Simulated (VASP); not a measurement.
# Cr in VASP: single point with PBE

Aim: the single point of Cr with PBE.

Program: VASP 6.6.1. These are calculated values, not measurements. Logs are shortened: lines on timing, memory, paths and dates and some standing lists are left out, and cuts for length are marked.

## Step 1: The cell of the first run

The cell holds a slab with vacuum, 1 atom: a = 4.028 Å, b = 4.028 Å, c = 16.000 Å, α = 90.00°, β = 90.00°, γ = 120.00°.

## Step 2: Single point, PBE, collinear spin, ferromagnetic start

The input, POSCAR:

```
Cr
1.0
    4.0283716178      0.0000000000      0.0000000000
   -2.0141858089      3.4886721569      0.0000000000
    0.0000000000      0.0000000000     16.0000000000
Cr
1
Direct
    0.0000000000      0.0000000000      0.5000000000
```

The input, INCAR.step1:

```
PREC = Accurate ; ENCUT = 520
EDIFF = 1E-6 ; ISMEAR = -1
SIGMA = 0.08 ; LREAL = False
LASPH = True ; NELM = 150
ALGO = Normal ; ISIF = 2
LWAVE = False ; LCHARG = True
ISPIN = 2 ; MAGMOM = 2
LMAXMIX = 4 ; LDIPOL = True
IDIPOL = 3 ; DIPOL = 0.5 0.5 0.500
GGA = PE ; NBANDS = 16
```

The input, KPOINTS.step1:

```
regular mesh
0
Gamma
  10 10 1
```

The input, INCAR.step2:

```
PREC = Accurate ; ENCUT = 520
EDIFF = 1E-6 ; ISMEAR = -5
SIGMA = 0.08 ; LREAL = False
LASPH = True ; NELM = 150
ALGO = Normal ; ISIF = 2
LWAVE = False ; LCHARG = False
ISPIN = 2 ; MAGMOM = 2
LORBIT = 11 ; LMAXMIX = 4
LDIPOL = True ; IDIPOL = 3
DIPOL = 0.5 0.5 0.500 ; GGA = PE
NBANDS = 16 ; NEDOS = 1001
ICHARG = 11
```

The input, KPOINTS.step2:

```
regular mesh
0
Gamma
  15 15 1
```

Potentials or basis: VASP PAW PBE potentials, release 64 (Cr_pv).

On the command line:

```
$ cat potpaw_PBE.64/Cr_pv/POTCAR > POTCAR
$ cp INCAR.step1 INCAR
$ cp KPOINTS.step1 KPOINTS
$ mpirun -np 1 vasp_std > vasp.out
$ cp INCAR.step2 INCAR
$ cp KPOINTS.step2 KPOINTS
$ mpirun -np 1 vasp_std > vasp.out
```

OUTCAR:

```text
PREC = Accurate
   ENCUT = 520
   EDIFF = 1E-6
   ISMEAR = -5
   LREAL = False
   LASPH = True
   NELM = 150
   ISIF = 2
   ISPIN = 2
   LORBIT = 11
   GGA = PE
   ICHARG = 11

 ion  position               nearest neighbor table
   1  0.000  0.000  0.500-

  LATTYP: Found a hexagonal cell.
 ALAT       =     4.0283716178
 C/A-ratio  =     3.9718282021

  Lattice vectors:

 A1 = (   4.0283716178,   0.0000000000,   0.0000000000)
 A2 = (  -2.0141858089,   3.4886721569,   0.0000000000)
 A3 = (   0.0000000000,   0.0000000000,  16.0000000000)

Analysis of symmetry for initial positions (statically):
=====================================================================
 Subroutine PRICEL returns:
 Original cell was already a primitive cell.

 Routine SETGRP: Setting up the symmetry group for a
 hexagonal supercell.

 Subroutine GETGRP returns: Found 24 space group operations
 (whereof 24 operations were pure point group operations)
 out of a pool of 24 trial point group operations.

The static configuration has the point symmetry D_6h.

Analysis of symmetry for dynamics (positions and initial velocities):
=====================================================================
 Subroutine PRICEL returns:
 Original cell was already a primitive cell.

 Routine SETGRP: Setting up the symmetry group for a
 hexagonal supercell.

 Subroutine GETGRP returns: Found 24 space group operations
 (whereof 24 operations were pure point group operations)
 out of a pool of 24 trial point group operations.

The dynamic configuration has the point symmetry D_6h.

Analysis of structural, dynamic, and magnetic symmetry:
=====================================================================
 Subroutine PRICEL returns:
 Original cell was already a primitive cell.

 Routine SETGRP: Setting up the symmetry group for a
 hexagonal supercell.

 Subroutine GETGRP returns: Found 24 space group operations
 (whereof 24 operations were pure point group operations)
 out of a pool of 24 trial point group operations.

The overall configuration has the point symmetry D_6h.

 Subroutine INISYM returns: Found 24 space group operations
 (whereof 24 operations are pure point group operations),
 and found     1 'primitive' translations

----------------------------------------------------------------------------------------

[... 111 lines left out ...]
     AMIX     =   0.40;   BMIX     =  1.00
     AMIX_MAG =   1.60;   BMIX_MAG =  1.00
  volume/ion in A,a.u.               =     224.86      1517.42
  Fermi-wavevector in a.u.,A,eV,Ry     =   0.616357  1.164745  5.168791  0.379895
  Thomas-Fermi vector in A             =   1.674056
   LORBIT       =     11    0 simple, 1 ext, 2 COOP (PROOUT), +10 PAW based schemes
   GGA     = PE    functional components
   LHFCALC =     F    Hartree Fock is set to
   AEXX    =    0.0000 exact exchange contribution
   IVDW    =     0    specifies the selected vdW correction
   LEPSILON=     F    determine dielectric tensor
   LRPA    =     F    only Hartree local field effects (RPA)
 spin polarized calculation
 Fermi weights with tetrahedron method with Bloechl corrections
  energy-cutoff  :      520.00
  volume of cell :      224.86
 maximum number of plane-waves:      6125
 NGX is ok and might be reduce to    30

 number of electron      12.0000007 magnetization       5.2286859

 dipolmoment           0.000000      0.000000     -0.000000 electrons x Angstroem

 Free energy of the ion-electron system (eV)
  ---------------------------------------------------
  ext. energy  EPLUGINS =         0.00000000
  ---------------------------------------------------
  free energy    TOTEN  =        -5.96134655 eV

  energy without entropy =       -5.96134655  energy(sigma->0) =       -5.96134655

 E-fermi :  -2.9078     XC(G=0):  -2.1189

 val. band max:       -3.0827637006   @ k =   0.2667   0.0667   0.0000
 cond. band min:      -2.8908204971   @ k =   0.2667   0.2000   0.0000
 fundamental gap:      0.1919432035
 Fermi energy:        -2.9078455548

 spin component 1

 k-point     1 :       0.0000    0.0000    0.0000
  band No.  band energies     occupation
      1     -46.2256      1.00000
      2     -46.2256      1.00000
      3     -46.1573      1.00000
      4      -5.7091      1.00000
      5      -3.5622      1.00000
      6      -3.5471      1.00000
[... 435 lines left out ...]
      5      -3.6295      1.00000
      6      -3.4627      1.00000
[... 8 lines left out ...]
     15       3.9207      0.00000
     16       4.3210      0.00000

 [... further k-points ...]

 spin component 2

 k-point     1 :       0.0000    0.0000    0.0000
  band No.  band energies     occupation
      1     -42.0010      1.00000
      2     -42.0009      1.00000
      3     -41.8798      1.00000
      4      -4.2844      1.00000
      5      -0.8034      0.00000
      6      -0.2012      0.00000
[... 435 lines left out ...]
      5      -0.9666      0.00000
      6      -0.1443      0.00000
[... 8 lines left out ...]
     15       4.1919      0.00000
     16       5.0401      0.00000

 [... further k-points ...]

------------------------ aborting loop because EDIFF is reached ----------------------------------------

 vacuum level on the upper side and lower side of the slab       (xc-potential included)        -0.000        -0.000

  FORCE on cell =-STRESS in cart. coord.  units (eV):
  Direction    XX          YY          ZZ          XY          YZ          ZX
  --------------------------------------------------------------------------------------
  -------------------------------------------------------------------------------------
  Total       -1.7332590     -1.7332590      0.1790295     -0.0000000      0.0000000     -0.0000000
  in kB      -12.3499264    -12.3499264      1.2756326     -0.0000000      0.0000000     -0.0000000
  external PRESSURE =      -7.8080734 kB  Pullay stress =       0.0000000 kB

 VOLUME and BASIS-vectors are now :
 -----------------------------------------------------------------------------
  energy-cutoff  :      520.00
  volume of cell :      224.86
      direct lattice vectors                 reciprocal lattice vectors
     4.028371618  0.000000000  0.000000000     0.248239263  0.143321005  0.000000000
    -2.014185809  3.488672157  0.000000000     0.000000000  0.286642010  0.000000000
     0.000000000  0.000000000 16.000000000     0.000000000  0.000000000  0.062500000

 POSITION                                       TOTAL-FORCE (eV/Angst)
 -----------------------------------------------------------------------------------
      0.00000      0.00000      8.00000         0.000000      0.000000      0.000000
 -----------------------------------------------------------------------------------
    total drift:                                0.000000      0.000000      0.000000

  FREE ENERGIE OF THE ION-ELECTRON SYSTEM (eV)
  ---------------------------------------------------
  free  energy   TOTEN  =        -5.9613465522 eV

  energy  without entropy=       -5.9613465522  energy(sigma->0) =       -5.96134655

 vacuum level on the upper side and lower side of the slab         0.944         0.944

 total charge

# of ion       s       p       d       tot
------------------------------------------
    1        0.217   5.997   4.233  10.447

 magnetization (x)

# of ion       s       p       d       tot
------------------------------------------
    1        0.095   0.017   4.224   4.336
```

Wall time 3.7 min (1 thread of Intel Xeon Platinum 8488C (Sapphire Rapids), shared host); peak memory 0.44 GiB.

What came out:

| Quantity | Value |
| --- | --- |
| Net moment | 5.23 μB per cell |
| Site moments | Cr +4.34 μB |
| Valence electrons inside the program's atomic spheres | Cr 10.45 |
